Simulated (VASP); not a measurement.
The system is CaScBr5.

```
Ca Sc Br
1.0
     5.08531    0.00000    0.00000
     0.00000    5.08531    0.00000
     0.00000    0.00000    9.00315
Ca Sc Br
1 1 5
Cartesian
  2.5427 2.5427 0.0000
  0.0000 0.0000 4.5016
  0.0000 2.5427 2.6681
  0.0000 2.5427 6.3350
  2.5427 0.0000 2.6681
  2.5427 0.0000 6.3350
  0.0000 0.0000 0.0000
```

| Property | Result |
| --- | --- |
| Program | VASP 6.6.1 |
| Task | relaxation of cell and atoms |
| Functional | PBEsol |
| Potentials or basis | VASP PAW PBE potentials, release 64 (Ca_sv, Sc_sv, Br) |
| Cutoff | 600 eV |
| k mesh | 4 × 4 × 2 |
| Occupations | fermi-dirac, width 0.03 eV |
| Spin | no spin polarisation |

At the start: pressure -7.2 GPa; volume 33.26 Å³/atom.

How do energy, volume and symmetry change on relaxing?

Over 12 steps the energy falls by 235.6 meV/atom and the volume is 25.55 Å³/atom (-23.2 %); space group P4/mmm (No. 123, to 0.1 Å) before and after.

The path:
| step | energy change (eV) | largest force (eV/Å) | pressure (GPa) | volume (Å³) |
| --- | --- | --- | --- | --- |
| 1 | 0.0000 | 0.6810 | -7.18 | 232.82 |
| 2 | -1.5910 | 0.2658 | -1.90 | 186.10 |
| 3 | -1.6438 | 0.1357 | -0.03 | 178.59 |
| 4 | -1.6436 | 0.1162 | 0.25 | 177.60 |
| 5 | -1.6482 | 0.0424 | 0.21 | 177.87 |
| 6 | -1.6488 | 0.0047 | 0.19 | 178.00 |
| 7 | -1.6493 | 0.0187 | -0.05 | 178.91 |
| 8 | -1.6493 | 0.0167 | -0.02 | 178.77 |
| 9 | -1.6493 | 0.0160 | -0.01 | 178.74 |
| 10 | -1.6493 | 0.0164 | 0.00 | 178.75 |
| 11 | -1.6494 | 0.0131 | -0.01 | 178.78 |
| 12 | -1.6495 | 0.0044 | 0.00 | 178.86 |

Final structure:
```xyz
7
Lattice="4.6865 0.0000 0.0000 0.0000 4.6865 0.0000 0.0000 0.0000 8.1438" Properties=species:S:1:pos:R:3 pbc="T T T"
Ca    2.3432    2.3432    0.0000
Sc    0.0000    0.0000    4.0719
Br    0.0000    2.3432    2.4631
Br    0.0000    2.3432    5.6808
Br    2.3432    0.0000    2.4631
Br    2.3432    0.0000    5.6808
Br    0.0000    0.0000    0.0000
```

Caveat: the volume moved by over 15 % at a fixed basis, so the end points are rough; the PAW data sets were made with another functional, which shifts forces and pressure a little.
